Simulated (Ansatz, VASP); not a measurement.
## Pb: VASP beside Ansatz

```xyz
1
Lattice="3.3513 0.0000 0.0000 -1.6757 2.9023 0.0000 0.0000 0.0000 3.1940" Properties=species:S:1:pos:R:3 pbc="T T T"
Pb    0.0000    0.0000    0.0000
```

Alike in both runs: functional PBEsol; k mesh 18 × 18 × 18; occupations gaussian, width 0.1 eV; no spin polarisation.

Ansatz relaxed the structure, and its values are those at the end. VASP's run is a single point on that final structure, the one shown.

|  | VASP | Ansatz |
| --- | --- | --- |
| version | VASP 6.6.1 | Ansatz 0.2.0 |
| potentials or method | VASP PAW PBE potentials, release 64 (Pb_d), cutoff 520 eV | scalar-relativistic, plane waves, PAW |
| valence electrons in the cell | 14 | 14 |

```csv
,VASP,Ansatz,Ansatz less VASP
gap on the k mesh at the Fermi level (eV),none,none,-
pressure (GPa),-0.1,0.0,+0.08
```

VASP's potentials were made for PBE, not for PBEsol. A gap of «none» marks a metal or a gap that the smearing closes.

Spin-orbit coupling is off throughout.
